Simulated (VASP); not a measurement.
# Re (P6_3/mmc) in VASP: further runs

Runs on Re. Level: LDA. Tasks: single point.

Program: VASP 6.6.1. These are calculated values, not measurements. Logs are shortened: lines on timing, memory, paths and dates and some standing lists are left out, and cuts for length are marked.

### Step 1. The cell of the first run

The structure is hexagonal, space group P6_3/mmc (No. 194). Conventional cell: a = 2.739 Å, b = 2.739 Å, c = 4.412 Å, α = 90.00°, β = 90.00°, γ = 120.00°. Re (site symmetry -6m2) has 12 Re at 2.71 to 2.74 Å within 3.6 Å.

### Step 2. Single point, LDA

Contents of INCAR:

```
SYSTEM = Re
PREC = Accurate
ENCUT = 600
EDIFF = 1E-6
ISMEAR = -1
SIGMA = 0.1
LREAL = .False.
LASPH = .True.
NELM = 120
ALGO = Normal
ISIF = 2
LWAVE = .False.
LCHARG = .True.
GGA = CA
LELF = .True.
LVHAR = .True.
NBANDS = 14
GGA_COMPAT = .False.
```

Contents of KPOINTS:

```
Automatic mesh
0
Gamma
  8 8 5
  0 0 0
```

Contents of POSCAR:

```
Re
1.0
    2.7391880258      0.0000000000      0.0000000000
   -1.3695940129      2.3722064161      0.0000000000
    0.0000000000      0.0000000000      4.4118668232
Re
2
Direct
    0.3333333333      0.6666666667      0.2500000000
    0.6666666667      0.3333333333      0.7500000000
```

Potentials or basis: VASP PAW LDA potentials, release 64 (Re).

Launch:

```sh
$ cat potpaw_LDA.64/Re/POTCAR > POTCAR
$ mpirun -np 1 vasp_std > vasp.out
```

OUTCAR:

```text
SYSTEM = Re
   PREC = Accurate
   ENCUT = 600
   EDIFF = 1E-6
   ISMEAR = -1
   LREAL = .False.
   LASPH = .True.
   NELM = 120
   ISIF = 2
   GGA = CA

 ion  position               nearest neighbor table
   1  0.333  0.667  0.250-   2 2.71   2 2.71   2 2.71   2 2.71   2 2.71   2 2.71
   2  0.667  0.333  0.750-   1 2.71   1 2.71   1 2.71   1 2.71   1 2.71   1 2.71

  LATTYP: Found a hexagonal cell.
 ALAT       =     2.7391880258
 C/A-ratio  =     1.6106476743

  Lattice vectors:

 A1 = (   2.7391880258,   0.0000000000,   0.0000000000)
 A2 = (  -1.3695940129,   2.3722064161,   0.0000000000)
 A3 = (   0.0000000000,   0.0000000000,   4.4118668232)

Analysis of symmetry for initial positions (statically):
=====================================================================
 Subroutine PRICEL returns:
 Original cell was already a primitive cell.

 Routine SETGRP: Setting up the symmetry group for a
 hexagonal supercell.

 Subroutine GETGRP returns: Found 24 space group operations
 (whereof 12 operations were pure point group operations)
 out of a pool of 24 trial point group operations.

The static configuration has the point symmetry D_3d.
 The point group associated with its full space group is D_6h.

Analysis of symmetry for dynamics (positions and initial velocities):
=====================================================================
 Subroutine PRICEL returns:
 Original cell was already a primitive cell.

 Routine SETGRP: Setting up the symmetry group for a
 hexagonal supercell.

 Subroutine GETGRP returns: Found 24 space group operations
 (whereof 12 operations were pure point group operations)
 out of a pool of 24 trial point group operations.

The dynamic configuration has the point symmetry D_3d.
 The point group associated with its full space group is D_6h.

 Subroutine INISYM returns: Found 24 space group operations
 (whereof 12 operations are pure point group operations),
 and found     1 'primitive' translations

----------------------------------------------------------------------------------------

                                     Primitive cell

  volume of cell :      28.6680

  direct lattice vectors                    reciprocal lattice vectors
     2.739188026  0.000000000  0.000000000     0.365071689  0.210774238  0.000000000
    -1.369594013  2.372206416  0.000000000     0.000000000  0.421548476  0.000000000
     0.000000000  0.000000000  4.411866823     0.000000000  0.000000000  0.226661420

  length of vectors
[... 91 lines left out ...]
   TEBEG  =    0.0;   TEEND  =   0.0 temperature during run
   PSTRESS=    0.0 pullay stress
   NELECT =      14.0000    total number of electrons
   NUPDOWN=      -1.0000    fix difference up-down
   EMIN   =  10.00;   EMAX   =-10.00  energy-range for DOS
   EFERMI =   0.00;   METHOD = LEGACY
   ISMEAR =    -1;   SIGMA  =   0.10  broadening in eV -4-tet -1-fermi 0-gaus
   EFERMI_NEDOS =   21; number of points for ismear=-14 and -15
   IALGO  =     38    algorithm
   IMIX   =      4    mixing-type and parameters
     AMIX     =   0.40;   BMIX     =  1.00
     AMIX_MAG =   1.60;   BMIX_MAG =  1.00
  volume/ion in A,a.u.               =      14.33        96.73
  Fermi-wavevector in a.u.,A,eV,Ry     =   1.289195  2.436225 22.613205  1.662024
  Thomas-Fermi vector in A             =   2.421103
   LORBIT       =      0    0 simple, 1 ext, 2 COOP (PROOUT), +10 PAW based schemes
   GGA     = CA    functional components
   LHFCALC =     F    Hartree Fock is set to
   AEXX    =    0.0000 exact exchange contribution
   IVDW    =     0    specifies the selected vdW correction
   LEPSILON=     F    determine dielectric tensor
   LRPA    =     F    only Hartree local field effects (RPA)
 non-spin polarized calculation
  energy-cutoff  :      600.00
  volume of cell :       28.67
 maximum number of plane-waves:       984
 NGX is ok and might be reduce to    24
   NGX = 11   NGY = 11   NGZ = 17

 number of electron      14.0000000 magnetization

 Free energy of the ion-electron system (eV)
  ---------------------------------------------------
  ext. energy  EPLUGINS =         0.00000000
  ---------------------------------------------------
  free energy    TOTEN  =       -27.55778512 eV

  energy without entropy =      -27.51125347  energy(sigma->0) =      -27.53451929

 E-fermi :   8.1705     XC(G=0): -13.9834

 val. band max:        8.1070846462   @ k =   0.1250   0.1250   0.0000
 cond. band min:       8.1871634364   @ k =   0.3750   0.2500   0.4000
 fundamental gap:      0.0800787902
 Fermi energy:         8.1704720013

 k-point     1 :       0.0000    0.0000    0.0000
  band No.  band energies     occupation
      1      -1.7913      2.00000
      2       1.3777      2.00000
      3       6.4944      2.00000
      4       6.4944      2.00000
      5       6.5451      2.00000
      6       7.3739      1.99931
      7       7.3739      1.99931
      8       8.3240      0.35459
      9       8.3240      0.35459
     10       9.0198      0.00041
     11      11.6527      0.00000
     12      11.6527      0.00000
     13      18.5960      0.00000
     14      22.4089      0.00000
[... 377 lines left out ...]
      1       1.6417      2.00000
      2       2.2823      2.00000
      3       3.8636      2.00000
      4       4.4524      2.00000
      5       7.5103      1.99729
      6       7.7778      1.96133
      7       8.3671      0.24555
      8       9.3175      0.00002
      9      11.5133      0.00000
     10      11.5949      0.00000
     11      11.9641      0.00000
     12      13.3075      0.00000
     13      20.1402      0.00000
     14      21.9227      0.00000

 [... further k-points ...]

------------------------ aborting loop because EDIFF is reached ----------------------------------------

  FORCE on cell =-STRESS in cart. coord.  units (eV):
  Direction    XX          YY          ZZ          XY          YZ          ZX
  --------------------------------------------------------------------------------------
  -------------------------------------------------------------------------------------
  Total        0.2825055      0.2825055      0.3753738     -0.0000000      0.0000000      0.0000000
  in kB       15.7884984     15.7884984     20.9786666     -0.0000000      0.0000000      0.0000000
  external PRESSURE =      17.5185545 kB  Pullay stress =       0.0000000 kB

 VOLUME and BASIS-vectors are now :
 -----------------------------------------------------------------------------
  energy-cutoff  :      600.00
  volume of cell :       28.67
      direct lattice vectors                 reciprocal lattice vectors
     2.739188026  0.000000000  0.000000000     0.365071689  0.210774238  0.000000000
    -1.369594013  2.372206416  0.000000000     0.000000000  0.421548476  0.000000000
     0.000000000  0.000000000  4.411866823     0.000000000  0.000000000  0.226661420

 POSITION                                       TOTAL-FORCE (eV/Angst)
 -----------------------------------------------------------------------------------
     -0.00000      1.58147      1.10297         0.000000      0.000000      0.000000
      1.36959      0.79074      3.30890        -0.000000     -0.000000      0.000000
 -----------------------------------------------------------------------------------
    total drift:                               -0.000000      0.000000     -0.000000

  FREE ENERGIE OF THE ION-ELECTRON SYSTEM (eV)
  ---------------------------------------------------
  free  energy   TOTEN  =       -27.5577851179 eV

  energy  without entropy=      -27.5112534662  energy(sigma->0) =      -27.53451929
```

OSZICAR:

```text
N       E                     dE             d eps       ncg     rms          rms(c)
DAV:   1     0.115763196547E+03    0.11576E+03   -0.63876E+03   910   0.114E+03
DAV:   2    -0.212333240813E+02   -0.13700E+03   -0.11764E+03  1300   0.404E+02
DAV:   3    -0.288945232131E+02   -0.76612E+01   -0.67273E+01  1422   0.122E+02
DAV:   4    -0.289994783341E+02   -0.10496E+00   -0.10450E+00  1246   0.894E+00
DAV:   5    -0.290000548619E+02   -0.57653E-03   -0.57643E-03  1402   0.126E+00    0.447E+01
DAV:   6    -0.279182330611E+02    0.10818E+01   -0.81886E-01  1456   0.148E+01    0.193E+01
DAV:   7    -0.275684982070E+02    0.34973E+00   -0.55061E-01  1456   0.118E+01    0.411E-01
DAV:   8    -0.275590555560E+02    0.94427E-02   -0.47276E-03  1298   0.574E-01    0.151E-01
DAV:   9    -0.275577745686E+02    0.12810E-02   -0.47233E-04  1250   0.192E-01    0.442E-02
DAV:  10    -0.275577862560E+02   -0.11687E-04   -0.45182E-05  1352   0.590E-02    0.254E-02
DAV:  11    -0.275577850972E+02    0.11588E-05   -0.50653E-07   848   0.109E-02    0.232E-03
DAV:  12    -0.275577851179E+02   -0.20751E-07   -0.17747E-07   678   0.106E-02
   1 F= -.27557785E+02 E0= -.27534519E+02  d E =-.465317E-01
```

stdout:

```text
POSCAR found type information on POSCAR Re
 POSCAR found :  1 types and       2 ions
 scaLAPACK will be used
 LDA part: xc-table for (Slater(with rela. corr.)+CA(PZ))
 , standard interpolation
 POSCAR, INCAR and KPOINTS ok, starting setup
 FFT: planning ... GRIDC
 FFT: planning ... GRID_SOFT
 FFT: planning ... GRID
 WAVECAR not read
 entering main loop
```

Run time: 12 s. Hardware: 1 thread of Intel Xeon 6975P-C, shared host; peak memory 0.14 GiB.

What came out:

```yaml
Free_energy: -27.5578 eV
Pressure: 1.8 GPa
Band_gap_on_the_k_mesh: zero (band 7 reaches 9.52 eV, above the bottom of band 8 at 6.56 eV)
```

Caveat: spin-orbit coupling is left out, which moves the levels of the heavy elements.

### Step 3. Single point, LDA

Contents of INCAR:

```
SYSTEM = Re
PREC = Accurate
ENCUT = 600
EDIFF = 1E-6
ISMEAR = -1
SIGMA = 0.1
LREAL = .FALSE.
LASPH = .TRUE.
NELM = 120
ALGO = Normal
ISIF = 2
LWAVE = .FALSE.
LCHARG = .FALSE.
GGA = CA
NBANDS = 14
GGA_COMPAT = .FALSE.
```

Contents of KPOINTS:

```
regular mesh
0
G
  11 11 6
  0 0 0
```

POSCAR is that of step 2.

Potentials or basis: VASP PAW LDA potentials, release 64 (Re).

Launch:

```sh
$ cat potpaw_LDA.64/Re/POTCAR > POTCAR
$ mpirun -np 1 vasp_std > vasp.out
```

OUTCAR:

```text
SYSTEM = Re
   PREC = Accurate
   ENCUT = 600
   EDIFF = 1E-6
   ISMEAR = -1
   LREAL = .FALSE.
   LASPH = .TRUE.
   NELM = 120
   ISIF = 2
   GGA = CA

 ion  position               nearest neighbor table
   1  0.333  0.667  0.250-   2 2.71   2 2.71   2 2.71   2 2.71   2 2.71   2 2.71
   2  0.667  0.333  0.750-   1 2.71   1 2.71   1 2.71   1 2.71   1 2.71   1 2.71

  LATTYP: Found a hexagonal cell.
 ALAT       =     2.7391880258
 C/A-ratio  =     1.6106476743

  Lattice vectors:

 A1 = (   2.7391880258,   0.0000000000,   0.0000000000)
 A2 = (  -1.3695940129,   2.3722064161,   0.0000000000)
 A3 = (   0.0000000000,   0.0000000000,   4.4118668232)

Analysis of symmetry for initial positions (statically):
=====================================================================
 Subroutine PRICEL returns:
 Original cell was already a primitive cell.

 Routine SETGRP: Setting up the symmetry group for a
 hexagonal supercell.

 Subroutine GETGRP returns: Found 24 space group operations
 (whereof 12 operations were pure point group operations)
 out of a pool of 24 trial point group operations.

The static configuration has the point symmetry D_3d.
 The point group associated with its full space group is D_6h.

Analysis of symmetry for dynamics (positions and initial velocities):
=====================================================================
 Subroutine PRICEL returns:
 Original cell was already a primitive cell.

 Routine SETGRP: Setting up the symmetry group for a
 hexagonal supercell.

 Subroutine GETGRP returns: Found 24 space group operations
 (whereof 12 operations were pure point group operations)
 out of a pool of 24 trial point group operations.

The dynamic configuration has the point symmetry D_3d.
 The point group associated with its full space group is D_6h.

 Subroutine INISYM returns: Found 24 space group operations
 (whereof 12 operations are pure point group operations),
[... 122 lines left out ...]
   LHFCALC =     F    Hartree Fock is set to
   AEXX    =    0.0000 exact exchange contribution
   IVDW    =     0    specifies the selected vdW correction
   LEPSILON=     F    determine dielectric tensor
   LRPA    =     F    only Hartree local field effects (RPA)
 non-spin polarized calculation
  energy-cutoff  :      600.00
  volume of cell :       28.67
 maximum number of plane-waves:       977
 NGX is ok and might be reduce to    24
   NGX = 11   NGY = 11   NGZ = 17

 number of electron      14.0000000 magnetization

 Free energy of the ion-electron system (eV)
  ---------------------------------------------------
  ext. energy  EPLUGINS =         0.00000000
  ---------------------------------------------------
  free energy    TOTEN  =       -27.55278837 eV

  energy without entropy =      -27.49852079  energy(sigma->0) =      -27.52565458

 E-fermi :   8.1936     XC(G=0): -13.9829

 val. band max:        8.1365123786   @ k =   0.1818   0.0000   0.1667
 cond. band min:       8.2114937201   @ k =   0.3636   0.0000   0.3333
 fundamental gap:      0.0749813416
 Fermi energy:         8.1936397950

 k-point     1 :       0.0000    0.0000    0.0000
  band No.  band energies     occupation
      1      -1.7918      2.00000
      2       1.3804      2.00000
      3       6.5003      2.00000
      4       6.5003      2.00000
      5       6.5443      2.00000
      6       7.3804      1.99941
      7       7.3804      1.99941
      8       8.3212      0.43652
      9       8.3212      0.43652
     10       9.0160      0.00054
     11      11.6514      0.00000
     12      11.6514      0.00000
     13      18.5952      0.00000
     14      22.4117      0.00000
[... 377 lines left out ...]
      1       0.5827      2.00000
      2       3.1282      2.00000
      3       4.5327      2.00000
      4       4.8409      2.00000
      5       6.1448      2.00000
      6       6.8659      2.00000
      7       7.4972      1.99811
      8       8.4728      0.11558
      9       9.2030      0.00008
     10       9.6134      0.00000
     11      12.0914      0.00000
     12      15.3083      0.00000
     13      19.7607      0.00000
     14      24.5314      0.00000

 [... further k-points ...]

------------------------ aborting loop because EDIFF is reached ----------------------------------------

  FORCE on cell =-STRESS in cart. coord.  units (eV):
  Direction    XX          YY          ZZ          XY          YZ          ZX
  --------------------------------------------------------------------------------------
  -------------------------------------------------------------------------------------
  Total        0.2807802      0.2807802      0.3634058      0.0000000      0.0000000      0.0000000
  in kB       15.6920755     15.6920755     20.3098052      0.0000000      0.0000000      0.0000000
  external PRESSURE =      17.2313187 kB  Pullay stress =       0.0000000 kB

 VOLUME and BASIS-vectors are now :
 -----------------------------------------------------------------------------
  energy-cutoff  :      600.00
  volume of cell :       28.67
      direct lattice vectors                 reciprocal lattice vectors
     2.739188026  0.000000000  0.000000000     0.365071689  0.210774238  0.000000000
    -1.369594013  2.372206416  0.000000000     0.000000000  0.421548476  0.000000000
     0.000000000  0.000000000  4.411866823     0.000000000  0.000000000  0.226661420

 POSITION                                       TOTAL-FORCE (eV/Angst)
 -----------------------------------------------------------------------------------
     -0.00000      1.58147      1.10297         0.000000      0.000000      0.000000
      1.36959      0.79074      3.30890        -0.000000      0.000000      0.000000
 -----------------------------------------------------------------------------------
    total drift:                               -0.000000      0.000000     -0.000000

  FREE ENERGIE OF THE ION-ELECTRON SYSTEM (eV)
  ---------------------------------------------------
  free  energy   TOTEN  =       -27.5527883742 eV

  energy  without entropy=      -27.4985207891  energy(sigma->0) =      -27.52565458
```

It took 22 s on 1 thread of Intel Xeon 6975P-C, shared host; peak memory 0.16 GiB.

Results:

* Free energy: -27.5528 eV
* Pressure: 1.7 GPa
* Band gap on the k mesh: zero (band 7 reaches 9.71 eV, above the bottom of band 8 at 6.36 eV)

Levels at points of the mesh, in eV from the Fermi level:
```csv
k point,band 5,band 6,band 7,band 8,band 9,band 10
"(0.00, 0.00, 0.00)",-1.65,-0.81,-0.81,0.13,0.13,0.82
"(0.00, 0.00, 0.50)",-1.83,-1.83,-1.83,-1.83,2.62,2.62
```

Caveat: spin-orbit coupling is left out, which moves the levels of the heavy elements.

### Step 4. Single point, LDA

Contents of INCAR:

```
SYSTEM = Re
PREC = Accurate ; ENCUT = 600
EDIFF = 1E-6 ; ISMEAR = -1
SIGMA = 0.1 ; LREAL = .False.
LASPH = .True. ; NELM = 120
ALGO = Normal ; ISIF = 2
LWAVE = .False. ; LCHARG = .False.
GGA = CA ; NBANDS = 14
GGA_COMPAT = .False.
```

Contents of KPOINTS:

```
regular mesh
0
Gamma
  13 13 7
  0 0 0
```

POSCAR is that of step 3.

Launch:

```sh
$ cat potpaw_LDA.64/Re/POTCAR > POTCAR
$ mpirun -np 1 vasp_std > vasp.out
```

Run time: 25 s. Hardware: 1 thread of Intel Xeon 6975P-C, shared host; peak memory 0.16 GiB.

It converged, with:

- Free energy: -27.5566 eV
- Pressure: 1.7 GPa
- Band gap on the k mesh: zero (band 7 reaches 9.55 eV, above the bottom of band 8 at 6.50 eV)

Stress tensor (GPa, compression positive):
```
1.73 0.00 0.00
0.00 1.73 0.00
0.00 0.00 1.56
```

Levels at points of the mesh, in eV from the Fermi level:
```csv
k point,band 5,band 6,band 7,band 8,band 9,band 10
"(0.00, 0.00, 0.00)",-1.64,-0.80,-0.80,0.13,0.13,0.83
```

Caveat: spin-orbit coupling is left out, which moves the levels of the heavy elements.

### Step 5. The runs side by side

```tsv
k mesh	gap on the mesh (eV)	pressure (GPa)
8 × 8 × 5	none	1.8
11 × 11 × 6	none	1.7
13 × 13 × 7	none	1.7
```

Alike in all rows: task single point; level LDA; potentials or basis VASP PAW LDA potentials, release 64 (Re); no spin polarisation; cell as given; cutoff (eV) 600; smearing fermi-dirac 0.1 eV.

Every run on the cell as given and a fine mesh finds a metal.

Caveats: spin-orbit coupling is left out, which moves the levels of the heavy elements.

Absolute energies hang on the potentials; compare differences alone.
